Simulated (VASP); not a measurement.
# LiSc12 (a cell with a defect) in VASP: further runs

Runs on LiSc12 (a cell with a defect). Level: PBE. Tasks: single point.

Everything below comes from runs of VASP 6.6.1. Logs are shortened: lines on timing, memory, paths and dates and some standing lists are left out, and cuts for length are marked.

### Step 1. The cell of the first run

The cell holds a defect, 13 atoms: a = 6.620 Å, b = 9.930 Å, c = 5.276 Å, α = 90.00°, β = 90.00°, γ = 120.00°.

### Step 2. Single point, PBE

The input, INCAR:

```
  PREC = Accurate
  ENCUT = 520
  EDIFF = 1E-7
  ISMEAR = -1
  SIGMA = 0.15
  LREAL = F
  LASPH = T
  NELM = 60
  ALGO = Normal
  ISIF = 2
  LWAVE = F
  LCHARG = T
  GGA = PE
  LELF = T
  LVHAR = T
  NBANDS = 80
```

The input, KPOINTS:

```
Automatic mesh
0
Gamma
  3 2 3
```

The input, POSCAR:

```
LiSc12
1.0
    6.6200000000      0.0000000000      0.0000000000
   -4.9650000000      8.5996320000      0.0000000000
    0.0000000000      0.0000000000      5.2761400000
Sc Li
12 1
Direct
    0.0097468651     -0.0094909875     -0.0025818117
    0.1665832531      0.2017015379      0.4949023339
    0.0233047695      0.3307048488     -0.0060900583
    0.1849847538      0.5593889366      0.4880962219
    0.0105043725      0.6561514493     -0.0127816927
    0.2413080270      0.9129355768      0.5093240513
    0.5227543407     -0.0018622890      0.0071741842
    0.6927868724      0.2201369780      0.5008487265
    0.5026007087      0.3128347818     -0.0001476458
    0.6283292322      0.4936814738      0.5030979087
    0.5100879533      0.6588308663     -0.0100323342
    0.6654286350      0.9072828930      0.5094472474
   -0.1567078263      0.7586467653      0.4525058092
```

Potentials or basis: VASP PAW PBE potentials, release 64 (Sc_sv, Li_sv).

On the command line:

```sh
$ cat potpaw_PBE.64/Sc_sv/POTCAR potpaw_PBE.64/Li_sv/POTCAR > POTCAR
$ mpirun -np 1 vasp_std > vasp.out
```

OUTCAR:

```text
PREC = Accurate
   ENCUT = 520
   EDIFF = 1E-7
   ISMEAR = -1
   LREAL = F
   LASPH = T
   NELM = 60
   ISIF = 2
   GGA = PE

 ion  position               nearest neighbor table
   1  0.010  0.991  0.997-   2 3.19   2 3.21   9 3.23  12 3.26   7 3.26   6 3.28  11 3.30   5 3.32
                             3 3.33   7 3.36  12 3.36   6 3.38
   2  0.167  0.202  0.495-  10 2.98  12 3.14   6 3.15   1 3.19   1 3.21   8 3.23   9 3.25   3 3.27
                             3 3.28   9 3.29   8 3.40
   3  0.023  0.331  0.994-   8 3.22  11 3.24   9 3.27   4 3.27   2 3.27   5 3.28   2 3.28   8 3.28
                             7 3.31   4 3.32   1 3.33   9 3.36
   4  0.185  0.559  0.488-   5 3.21   5 3.22  11 3.22  11 3.24   3 3.27  10 3.31   8 3.32   3 3.32
                            12 3.33   6 3.34  10 3.41
   5  0.011  0.656  0.987-   4 3.21   4 3.22   3 3.28  11 3.29   1 3.32  11 3.33   6 3.36  10 3.38
                             9 3.39   7 3.40
   6  0.241  0.913  0.509-  13 2.31  12 2.84   8 3.02   7 3.08   7 3.10   2 3.15   1 3.28   4 3.34
                             5 3.36   1 3.38
   7  0.523  0.998  0.007-  12 3.07   6 3.08  12 3.10   6 3.10   9 3.19   8 3.23   1 3.26   8 3.28
                             3 3.31  11 3.33   1 3.36   5 3.40
   8  0.693  0.220  0.501-  10 2.95   6 3.02  12 3.02   3 3.22   7 3.23   2 3.23   9 3.24   9 3.25
                             3 3.28   7 3.28   4 3.32   2 3.40
   9  0.503  0.313  1.000-  10 3.05  10 3.08   7 3.19   1 3.23   8 3.24   2 3.25   8 3.25   3 3.27
                             2 3.29   3 3.36   5 3.39  11 3.41
  10  0.628  0.494  0.503-  13 2.30   8 2.95   2 2.98   9 3.05   9 3.08   4 3.31  11 3.34   5 3.38
                             4 3.41
  11  0.510  0.659  0.990-   4 3.22   4 3.24   3 3.24   5 3.29   1 3.30  12 3.32   5 3.33   7 3.33
                            10 3.34   9 3.41
  12  0.665  0.907  0.509-  13 2.32   6 2.84   8 3.02   7 3.07   7 3.10   2 3.14   1 3.26  11 3.32
                             4 3.33   1 3.36
  13  0.843  0.759  0.453-  10 2.30   6 2.31  12 2.32

  LATTYP: Found a simple monoclinic cell.
 ALAT       =     6.6200000000
 B/A-ratio  =     0.7970000000
 C/A-ratio  =     1.3228756170
 COS(beta)  =    -0.1889822420

  Lattice vectors:

 A1 = (   6.6200000000,   0.0000000000,   0.0000000000)
 A2 = (   0.0000000000,   0.0000000000,   5.2761400000)
 A3 = (  -1.6550000000,  -8.5996320000,   0.0000000000)

Analysis of symmetry for initial positions (statically):
=====================================================================
 Subroutine PRICEL returns:
 Original cell was already a primitive cell.

 Routine SETGRP: Setting up the symmetry group for a
 simple monoclinic supercell.

 Subroutine GETGRP returns: Found  1 space group operations
 (whereof  1 operations were pure point group operations)
 out of a pool of  4 trial point group operations.

The static configuration has the point symmetry C_1 .

Analysis of symmetry for dynamics (positions and initial velocities):
=====================================================================
 Subroutine PRICEL returns:
 Original cell was already a primitive cell.

 Routine SETGRP: Setting up the symmetry group for a
 simple monoclinic supercell.

 Subroutine GETGRP returns: Found  1 space group operations
 (whereof  1 operations were pure point group operations)
 out of a pool of  4 trial point group operations.

The dynamic configuration has the point symmetry C_1 .

 Subroutine INISYM returns: Found  1 space group operations
 (whereof  1 operations are pure point group operations),
 and found     1 'primitive' translations

----------------------------------------------------------------------------------------

                                     Primitive cell

  volume of cell :     300.3683

  direct lattice vectors                    reciprocal lattice vectors
     6.620000000  0.000000000  0.000000000     0.151057402  0.087213034  0.000000000
    -4.965000000  8.599632000  0.000000000     0.000000000  0.116284046  0.000000000
     0.000000000  0.000000000  5.276140000     0.000000000  0.000000000  0.189532499

  length of vectors
     6.620000000  9.929999775  5.276140000     0.174426065  0.116284046  0.189532499

  position of ions in fractional coordinates (direct lattice)
[... 66 lines left out ...]
|     Results are often still useful ...                                      |
|                                                                             |
 -----------------------------------------------------------------------------

 Subroutine IBZKPT returns following result:
 ===========================================

 Found     10 irreducible k-points:

 Following reciprocal coordinates:
            Coordinates               Weight
  0.000000  0.000000  0.000000      1.000000
  0.333333  0.000000  0.000000      2.000000
  0.000000  0.500000  0.000000      1.000000
  0.333333  0.500000  0.000000      2.000000
  0.000000  0.000000  0.333333      2.000000
  0.333333  0.000000  0.333333      2.000000
 -0.333333 -0.000000  0.333333      2.000000
  0.000000  0.500000  0.333333      2.000000
  0.333333  0.500000  0.333333      2.000000
 -0.333333  0.500000  0.333333      2.000000
   k-points           NKPTS =     10   k-points in BZ     NKDIM =     10   number of bands    NBANDS=     80
   number of dos      NEDOS =    301   number of ions     NIONS =     13
   total plane-waves  NPLWV = 160000
   dimension x,y,z NGX =    50 NGY =   80 NGZ =   40
   dimension x,y,z NGXF=   100 NGYF=  160 NGZF=   80
   ions per type =              12   1
   NGX,Y,Z   is equivalent  to a cutoff of  12.56, 13.39, 12.60 a.u.
   NGXF,Y,Z  is equivalent  to a cutoff of  25.11, 26.79, 25.21 a.u.
 SYSTEM =  unknown system
   PREC   = accura    normal or accurate (medium, high low for compatibility)
   ISTART =      0    job   : 0-new  1-cont  2-samecut
   ICHARG =      2    charge: 1-file 2-atom 10-const
   ISPIN  =      1    spin polarized calculation?
   LNONCOLLINEAR =      F non collinear calculations
   LSORBIT =      F    spin-orbit coupling
   LASPH  =      T    aspherical Exc in radial PAW
   ENCUT  =  520.0 eV  38.22 Ry    6.18 a.u.  12.31 18.46  9.81*2*pi/ulx,y,z
   NELM   =     60;   NELMIN=  2; NELMDL= -5     # of ELM steps
   EDIFF  = 0.1E-06   stopping-criterion for ELM
   LREAL  =      F    real-space projection
   EDIFFG = 0.1E-05   stopping-criterion for IOM
   NSW    =      0    number of steps for IOM
   IBRION =     -1    ionic relax: 0-MD 1-quasi-New 2-CG
   NFREE  =      0    steps in history (QN), initial steepest desc. (CG)
   ISIF   =      2    stress and relaxation
   ISYM   =      2    0-nonsym 1-usesym 2-fastsym
   POTIM  = 0.5000    time-step for ionic-motion
   TEBEG  =    0.0;   TEEND  =   0.0 temperature during run
   PSTRESS=    0.0 pullay stress
   NELECT =     135.0000    total number of electrons
   NUPDOWN=      -1.0000    fix difference up-down
   EMIN   =  10.00;   EMAX   =-10.00  energy-range for DOS
   EFERMI =   0.00;   METHOD = LEGACY
   ISMEAR =    -1;   SIGMA  =   0.15  broadening in eV -4-tet -1-fermi 0-gaus
   EFERMI_NEDOS =   21; number of points for ismear=-14 and -15
   IALGO  =     38    algorithm
   IMIX   =      4    mixing-type and parameters
     AMIX     =   0.40;   BMIX     =  1.00
     AMIX_MAG =   1.60;   BMIX_MAG =  1.00
  volume/ion in A,a.u.               =      23.11       155.92
  Fermi-wavevector in a.u.,A,eV,Ry     =   1.254011  2.369737 21.395756  1.572544
  Thomas-Fermi vector in A             =   2.387836
   LORBIT       =      0    0 simple, 1 ext, 2 COOP (PROOUT), +10 PAW based schemes
   GGA     = PE    functional components
   LHFCALC =     F    Hartree Fock is set to
   AEXX    =    0.0000 exact exchange contribution
   IVDW    =     0    specifies the selected vdW correction
   LEPSILON=     F    determine dielectric tensor
   LRPA    =     F    only Hartree local field effects (RPA)
 non-spin polarized calculation
  energy-cutoff  :      520.00
  volume of cell :      300.37
 maximum number of plane-waves:      8103
 NGX is ok and might be reduce to    50
   NGX = 25   NGY = 37   NGZ = 19

 number of electron     134.9999998 magnetization

 Free energy of the ion-electron system (eV)
  ---------------------------------------------------
  ext. energy  EPLUGINS =         0.00000000
  ---------------------------------------------------
  free energy    TOTEN  =       -75.84523179 eV

  energy without entropy =      -74.32271061  energy(sigma->0) =      -75.08397120

 E-fermi :   3.7401     XC(G=0):  -9.9098

 val. band max:        3.7370550578   @ k =   0.0000   0.0000   0.3333
 cond. band min:       3.7445227554   @ k =   0.0000   0.5000   0.0000
 fundamental gap:      0.0074676976
 Fermi energy:         3.7400742196

 k-point     1 :       0.0000    0.0000    0.0000
  band No.  band energies     occupation
      1     -45.7745      2.00000
      2     -45.7280      2.00000
      3     -45.7051      2.00000
      4     -45.6652      2.00000
      5     -45.6479      2.00000
      6     -45.5601      2.00000
[... 809 lines left out ...]
     78       4.7955      0.00176
     79       4.8134      0.00156
 [bands above 79 left out]

------------------------ aborting loop because EDIFF is reached ----------------------------------------

  FORCE on cell =-STRESS in cart. coord.  units (eV):
  Direction    XX          YY          ZZ          XY          YZ          ZX
  --------------------------------------------------------------------------------------
  -------------------------------------------------------------------------------------
  Total        7.2739025      7.8633138     -0.7193021      0.0307529      0.0947915     -0.0185381
  in kB       38.7993003     41.9432447     -3.8367876      0.1640371      0.5056219     -0.0988832
  external PRESSURE =      25.6352524 kB  Pullay stress =       0.0000000 kB

 VOLUME and BASIS-vectors are now :
 -----------------------------------------------------------------------------
  energy-cutoff  :      520.00
  volume of cell :      300.37
      direct lattice vectors                 reciprocal lattice vectors
     6.620000000  0.000000000  0.000000000     0.151057402  0.087213034  0.000000000
    -4.965000000  8.599632000  0.000000000     0.000000000  0.116284046  0.000000000
     0.000000000  0.000000000  5.276140000     0.000000000  0.000000000  0.189532499

 POSITION                                       TOTAL-FORCE (eV/Angst)
 -----------------------------------------------------------------------------------
     -4.85335      8.51801      5.26252        -0.001456     -0.003364      0.000404
      0.10133      1.73456      2.61117        -0.000270     -0.005807      0.000205
     -1.48767      2.84394      5.24401        -0.004191      0.001972     -0.001162
     -1.55277      4.81054      2.57526         0.001685     -0.000468     -0.002674
     -3.18825      5.64266      5.20870         0.003926     -0.000317     -0.004522
     -2.93527      7.85091      2.68727        -0.004864      0.000642      0.006871
     -1.49512      8.58362      0.03785         0.003338      0.004852      0.006840
      3.49327      1.89310      2.64255         0.004867      0.006694      0.002475
      1.77399      2.69026      5.27536         0.003380     -0.004051      0.002150
      1.70841      4.24548      2.65442        -0.003564      0.003822      0.004875
      0.10569      5.66570      5.22321        -0.003887      0.005008     -0.004545
     -0.09952      7.80230      2.68791         0.007324     -0.005128      0.008382
      1.81591      6.52408      2.38748        -0.006287     -0.003855     -0.019298
 -----------------------------------------------------------------------------------
    total drift:                               -0.000041     -0.000422      0.000727

  FREE ENERGIE OF THE ION-ELECTRON SYSTEM (eV)
  ---------------------------------------------------
  free  energy   TOTEN  =       -75.8452317888 eV

  energy  without entropy=      -74.3227106082  energy(sigma->0) =      -75.08397120
```

It took 14 min on 1 thread of AMD EPYC 7R13 (Zen 3), shared host; peak memory 0.46 GiB.

What came out:

| Quantity | Value |
| --- | --- |
| Free energy | -75.8452 eV |
| Largest force | 0.021 eV/Å |
| Band gap on the k mesh | zero (an odd number of electrons rules out a gap without spin polarisation) |

Forces on the atoms (eV/Å):
```
Sc  -0.001 -0.003  0.000
Sc   0.000 -0.006  0.000
Sc  -0.004  0.002 -0.001
Sc   0.002  0.000 -0.003
Sc   0.004  0.000 -0.005
Sc  -0.005  0.001  0.007
Sc   0.003  0.005  0.007
Sc   0.005  0.007  0.002
Sc   0.003 -0.004  0.002
Sc  -0.004  0.004  0.005
Sc  -0.004  0.005 -0.005
Sc   0.007 -0.005  0.008
Li  -0.006 -0.004 -0.019
```

Levels at points of the mesh, in eV from the Fermi level:
| k point | band 65 | band 66 | band 67 | band 68 | band 69 | band 70 | band 71 | band 72 |
| --- | --- | --- | --- | --- | --- | --- | --- | --- |
| (0.00, 0.00, 0.00) | -0.47 | -0.44 | -0.27 | -0.23 | -0.20 | 0.02 | 0.29 | 0.38 |
| (0.00, 0.50, 0.00) | -0.49 | -0.31 | -0.28 | -0.19 | -0.18 | -0.10 | 0.00 | 0.63 |

Caveat: the k points lie up to 0.40 Å⁻¹ apart, too coarse for converged energies and pressures of a metal; the cutoff is under 1.25 times the usual one of these potentials, so pressure, stress and relaxed cells hold a basis-set (Pulay) error.

### Step 3. Single point, PBE

The input, INCAR:

```
SYSTEM = LiSc12
PREC = Accurate
ENCUT = 520
EDIFF = 1E-6
ISMEAR = -1
SIGMA = 0.15
LREAL = .False.
LASPH = .True.
NELM = 60
ALGO = Normal
ISIF = 2
LWAVE = .False.
LCHARG = .True.
GGA = PE
LELF = .True.
LVHAR = .True.
NBANDS = 80
```

The input, KPOINTS:

```
regular mesh
0
Gamma
  3 2 3
  0 0 0
```

The input, POSCAR:

```
LiSc12
1.0
    6.6200000000      0.0000000000      0.0000000000
   -4.9650000000      8.5996320000      0.0000000000
    0.0000000000      0.0000000000      5.2761400000
Sc Li
12 1
Direct
    0.0120839426     -0.0066038872     -0.0054763520
    0.1677745777      0.2028404239      0.4901988954
    0.0230971562      0.3301668025     -0.0118148874
    0.1846735984      0.5590636902      0.4760538955
    0.0111297559      0.6545391710     -0.0259157263
    0.2391680365      0.9120963548      0.5184885162
    0.5214129902     -0.0035711993      0.0155647879
    0.6921441989      0.2197709158      0.5022677564
    0.5045164534      0.3143317063      0.0005174237
    0.6300372349      0.4957064442      0.5058834678
    0.5079016435      0.6573480121     -0.0203720902
    0.6671094231      0.9063956458      0.5186458282
   -0.1555602371      0.7590346889      0.4072202406
```

Potentials or basis: VASP PAW PBE potentials, release 64 (Sc_sv, Li_sv).

On the command line:

```sh
$ cat potpaw_PBE.64/Sc_sv/POTCAR potpaw_PBE.64/Li_sv/POTCAR > POTCAR
$ mpirun -np 1 vasp_std > vasp.out
```

Wall time 8.5 min (1 thread of AMD EPYC 7R13 (Zen 3), shared host); peak memory 0.45 GiB.

The run converged. Its results:

```
Free energy            : -75.8495 eV
Largest force          : 0.007 eV/Å
Band gap on the k mesh : zero (an odd number of electrons rules out a gap without spin polarisation)
```

Forces on the atoms (eV/Å):
```
Sc   0.007 -0.002  0.002
Sc  -0.003 -0.007  0.000
Sc  -0.004 -0.002  0.001
Sc   0.003  0.006  0.001
Sc  -0.003  0.005  0.003
Sc  -0.005  0.002  0.001
Sc  -0.004 -0.006 -0.002
Sc   0.003  0.004  0.001
Sc   0.005  0.001 -0.001
Sc   0.001  0.000 -0.002
Sc  -0.004  0.005 -0.001
Sc   0.005 -0.005 -0.002
Li  -0.001 -0.001  0.000
```

Levels at points of the mesh, in eV from the Fermi level:
```
           k point  band 65  band 66  band 67  band 68  band 69  band 70
(0.00, 0.00, 0.00)    -0.44    -0.44    -0.27    -0.23    -0.22     0.02
(0.00, 0.50, 0.00)    -0.45    -0.30    -0.28    -0.21    -0.19    -0.07
```

Caveat: the k points lie up to 0.40 Å⁻¹ apart, too coarse for converged energies and pressures of a metal; the cutoff is under 1.25 times the usual one of these potentials, so pressure, stress and relaxed cells hold a basis-set (Pulay) error.
